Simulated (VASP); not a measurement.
Set up this calculation in VASP 6.6.1, as the native input.

```
Task                   : single point
Functional             : PBEsol
Potentials or basis    : VASP PAW PBE potentials, release 64 (Hg)
Cutoff                 : 520 eV
k mesh                 : 12 × 12 × 12
Occupations            : fermi-dirac, width 0.05 eV
Spin                   : no spin polarisation
Dipole correction      : no
Further INCAR settings : ALGO = Normal; EDIFF = 1e-06; NBANDS = 19
```

The structure of Hg lies in POSCAR:

```
Hg
1.0
    0.0000000000      2.6268292789      2.6268292789
    2.6268292789      0.0000000000      2.6268292789
    2.6268292789      2.6268292789      0.0000000000
Hg
2
Direct
   -0.1250000000     -0.1250000000     -0.1250000000
    0.1250000000      0.1250000000      0.1250000000
```

The input as run:

INCAR

```
PREC = Accurate ; ENCUT = 520
EDIFF = 1E-6 ; ISMEAR = -1
SIGMA = 0.05 ; LREAL = False
LASPH = True ; NELM = 100
ALGO = Normal ; ISIF = 2
LWAVE = False ; LCHARG = False
GGA = PS ; NBANDS = 19
```

KPOINTS

```
Automatic mesh
0
Gamma
  12 12 12
```

Potentials or basis: VASP PAW PBE potentials, release 64 (Hg).

Launch:

```console
$ cat potpaw_PBE.64/Hg/POTCAR > POTCAR
$ mpirun -np 1 vasp_std > vasp.out
```

Results of the run:

| Item | Value |
| --- | --- |
| Pressure | 124.2 GPa |
| Band gap on the k mesh | zero (bands 12 and 13 overlap by 10.30 eV) |

Caveat: the cell stands under pressure; the PAW data sets were made with another functional, which shifts forces and pressure a little; spin-orbit coupling is left out, which moves the levels of the heavy elements.

It took 24 s on 1 thread of AMD EPYC 9R45 96-Core Processor (Zen 5), with other jobs on the host, peak memory 0.15 GiB.
